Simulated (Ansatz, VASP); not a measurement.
## InSb: VASP beside Ansatz

```xyz
2
Lattice="0.0000 3.0735 3.0735 3.0735 0.0000 3.0735 3.0735 3.0735 0.0000" Properties=species:S:1:pos:R:3 pbc="T T T"
In    0.0000    0.0000    0.0000
Sb    3.0735    3.0735    3.0735
```

Alike in both runs: task relaxation of cell and atoms; functional PBEsol; k mesh 12 × 12 × 12; occupations gaussian, width 0.1 eV; no spin polarisation.

|  | VASP | Ansatz |
| --- | --- | --- |
| version | VASP 6.6.1 | Ansatz 0.2.0 |
| potentials or method | VASP PAW PBE potentials, release 64 (In_d, Sb), cutoff 600 eV | scalar-relativistic, plane waves, PAW |
| valence electrons in the cell | 18 | 28 |

Ansatz gave:

```
gap on the k mesh at the Fermi level, each at its own relaxed structure (eV) : none
relaxed volume (Å³/atom)                                                     : 27.51
relaxed cell length with the largest relative difference (Å)                 : 4.269
```

Which values does VASP return?

gap on the k mesh at the Fermi level, each at its own relaxed structure (eV): none; relaxed volume (Å³/atom): 27.54; relaxed cell length with the largest relative difference (Å): 4.271.

VASP's potentials were made for PBE, not for PBEsol, and Ansatz warns of the same on its side. A gap of «none» marks a metal or a gap that the smearing closes. VASP's potentials hold 18 valence electrons a cell and Ansatz's 28, so a difference there can come from the potentials and not from the codes.

Spin-orbit coupling is off throughout.
